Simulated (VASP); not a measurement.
Here is a VASP 6.6.1 calculation.

Contents of INCAR:

```
SYSTEM = Sb2Se3
ALGO = Normal
EDIFF = 1E-8
ENCUT = 400
GGA = PE
GGA_COMPAT = .FALSE.
ISIF = 2
ISMEAR = -1
LASPH = .TRUE.
LCHARG = .FALSE.
LEFG = .TRUE.
LREAL = .FALSE.
LWAVE = .FALSE.
NBANDS = 72
NELM = 120
PREC = Accurate
SIGMA = 0.02
```

KPOINTS

```
k-points
0
G
  3 7 3
  0 0 0
```

Contents of POSCAR:

```
Sb2Se3
1.0
   11.7700000000      0.0000000000      0.0000000000
    0.0000000000      3.9620000000      0.0000000000
    0.0000000000      0.0000000000     11.6200000000
Sb Se
8 12
Direct
    0.0305000000      0.2500000000      0.3280000000
    0.9695000000      0.7500000000      0.6720000000
    0.4695000000      0.7500000000      0.8280000000
    0.5305000000      0.2500000000      0.1720000000
    0.1478000000      0.7500000000      0.0397000000
    0.8522000000      0.2500000000      0.9603000000
    0.3522000000      0.2500000000      0.5397000000
    0.6478000000      0.7500000000      0.4603000000
    0.0534000000      0.2500000000      0.8732000000
    0.9466000000      0.7500000000      0.1268000000
    0.4466000000      0.7500000000      0.3732000000
    0.5534000000      0.2500000000      0.6268000000
    0.1302000000      0.7500000000      0.4434000000
    0.8698000000      0.2500000000      0.5566000000
    0.3698000000      0.2500000000      0.9434000000
    0.6302000000      0.7500000000      0.0566000000
    0.2132000000      0.2500000000      0.1935000000
    0.7868000000      0.7500000000      0.8065000000
    0.2868000000      0.7500000000      0.6935000000
    0.7132000000      0.2500000000      0.3065000000
```

Potentials or basis: VASP PAW PBE potentials, release 64 (Sb, Se).

Run with:

```bash
$ cat potpaw_PBE.64/Sb/POTCAR potpaw_PBE.64/Se/POTCAR > POTCAR
$ mpirun -np 1 vasp_std > vasp.out
```

(1) Predict the largest force.

(2) Predict the pressure.

Answers

(1) 0.482 eV/Å.

(2) 3.4 GPa.

Caveat: the cell stands under pressure; without QUAD_EFG the Cq values of the log hold for a quadrupole moment of 1 mb, not for the nuclei.
